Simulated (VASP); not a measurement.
Write the native input for VASP 6.6.1 that does the following.

```
Task                   : single point
Functional             : PBE
Potentials or basis    : VASP PAW PBE potentials, release 64 (Al, N)
Cutoff                 : 520 eV
k mesh                 : 6 × 6 × 6
Occupations            : gaussian, width 0.05 eV
Spin                   : no spin polarisation
Dipole correction      : no
Further INCAR settings : ALGO = Normal; EDIFF = 1e-07; NBANDS = 26
```

The structure of AlN lies in POSCAR:

```
AlN
1.0
    4.4031742088      0.0000000000      0.0000000000
    0.0000000000     -4.4031742088      0.0000000000
    0.0000000000      0.0000000000     -4.4031742088
Al N
4 4
Direct
    0.0000000000      0.0000000000      0.0000000000
    0.5000000000      0.5000000000      0.0000000000
    0.5000000000      0.0000000000      0.5000000000
    0.0000000000      0.5000000000      0.5000000000
    0.7500000000      0.7500000000      0.8521989998
    0.2500000000      0.2500000000      0.7500000000
    0.2500000000      0.7500000000      0.2500000000
    0.7500000000      0.2500000000      0.2500000000
```

This cell differs from its parent crystal: atom 5 (N) moved -0.450 Å along Cartesian [0 0 1].

The input as run:

INCAR

```
SYSTEM = AlN
ALGO = Normal
EDIFF = 1E-7
ENCUT = 520
GGA = PE
ISIF = 2
ISMEAR = 0
LASPH = .True.
LCHARG = .False.
LREAL = .False.
LWAVE = .False.
NBANDS = 26
NELM = 60
PREC = Accurate
SIGMA = 0.05
```

KPOINTS

```
k-points
0
Gamma
  6 6 6
  0 0 0
```

Potentials or basis: VASP PAW PBE potentials, release 64 (Al, N).

Command:

```console
$ cat potpaw_PBE.64/Al/POTCAR potpaw_PBE.64/N/POTCAR > POTCAR
$ mpirun -np 1 vasp_std > vasp.out
```

Results of the run:

```
Pressure               : 6.0 GPa
Largest force          : 7.412 eV/Å
Band gap on the k mesh : 2.73 eV, direct
```

Caveat: the cell differs from its parent crystal (atom 5 (N) moved -0.450 Å along Cartesian [0 0 1]); forces of over 1 eV/Å act on the atoms, so gaps and moduli don't describe the material at rest.

Run time: 98 s on 1 thread of Intel(R) Xeon(R) Platinum 8375C CPU @ 2.90GHz (Ice Lake), with other jobs on the host, peak memory 0.24 GiB.
